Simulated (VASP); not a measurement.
Crystal: Pd.

```xyz
3
Lattice="1.4626 0.8444 7.0687 -1.4626 0.8444 7.0687 0.0000 -1.6889 7.0687" Properties=species:S:1:pos:R:3 pbc="T T T"
Pd    0.0000    0.0000    0.0000
Pd    0.0000    0.0000    4.7124
Pd    0.0000    0.0000   16.4937
```

```yaml
Program: VASP 6.6.1
Task: relaxation of cell and atoms
Functional: PBEsol
Potentials_or_basis: VASP PAW PBE potentials, release 64 (Pd)
Cutoff: 500 eV
k_mesh: 6 × 6 × 6
Occupations: gaussian, width 0.1 eV
Spin: no spin polarisation
```

At the start: pressure -22.8 GPa; volume 17.46 Å³/atom.

How do energy, volume and symmetry change on relaxing?

Over 10 steps the energy falls by 263.8 meV/atom and the volume is 14.51 Å³/atom (-16.9 %); space group R-3m (No. 166, to 0.1 Å) before and after.

Step by step:
```
step  energy change (eV)  largest force (eV/Å)  pressure (GPa)  volume (Å³)
   1              0.0000                0.0616          -22.83        52.38
   2              0.5982                0.0244           69.73        35.69
   3             -0.7789                0.0666           -1.59        43.86
   4             -0.7807                0.0667           -0.42        43.61
   5             -0.7809                0.0665            0.36        43.45
   6             -0.7899                0.0047            0.45        43.42
   7             -0.7912                0.0276            0.57        43.40
   8             -0.7912                0.0259            0.56        43.40
   9             -0.7908                0.0051           -0.93        43.71
  10             -0.7914                0.0178           -0.02        43.52
```

Final structure:
```yaml
crystal:
  lattice:
    - [1.36003, 0.78522, 6.79176]
    - [-1.36003, 0.78522, 6.79176]
    - [0.00000, -1.57043, 6.79176]
  atoms:
    - { symbol: Pd, position: [0.00000, 0.00000, 0.00000] }
    - { symbol: Pd, position: [0.22248, 0.22248, 0.22248] }
    - { symbol: Pd, position: [0.77752, 0.77752, 0.77752] }
```

Caveat: the k points lie up to 0.45 Å⁻¹ apart in the final cell, too coarse for converged energies and pressures of a metal; the volume moved by over 15 % at a fixed basis, so the end points are rough; the PAW data sets were made with another functional, which shifts forces and pressure a little.
